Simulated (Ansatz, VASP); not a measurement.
# Re in VASP and in Ansatz

```
Re
1.0
     2.76080    0.00000    0.00000
    -1.38040    2.39092    0.00000
     0.00000    0.00000    4.45820
Re
2
Cartesian
  1.4005 0.7550 3.4064
  -0.0082 1.5914 1.0882
```

Change from the starting cell: atoms moved at random, drawn with an rms of 0.05 Å.

Alike in both runs: task single point; functional PBEsol; k mesh 11 × 11 × 6; occupations fermi-dirac, width 0.05 eV; no spin polarisation.

|  | VASP | Ansatz |
| --- | --- | --- |
| version | VASP 6.6.1 | Ansatz 0.2.0 |
| potentials or method | VASP PAW PBE potentials, release 64 (Re), cutoff 520 eV | all-electron LAPW, scalar-relativistic |

```tsv
	VASP	Ansatz	Ansatz less VASP
gap on the k mesh at the Fermi level (eV)	none	none	-
pressure (GPa)	-2.8	-2.7	+0.15
traceless stress, the component that is largest in VASP (GPa)	-1.22	-1.30	-0.082
rms of the force components (eV/Å)	0.261	0.277	+0.0169
```

VASP's potentials were made for PBE, not for PBEsol. Atom by atom the forces differ by 0.019 eV/Å (rms over components). A gap of «none» marks a metal or a gap that the smearing closes. Ansatz ran all-electron here, and VASP with PAW potentials.

Neither program's run includes spin-orbit coupling.
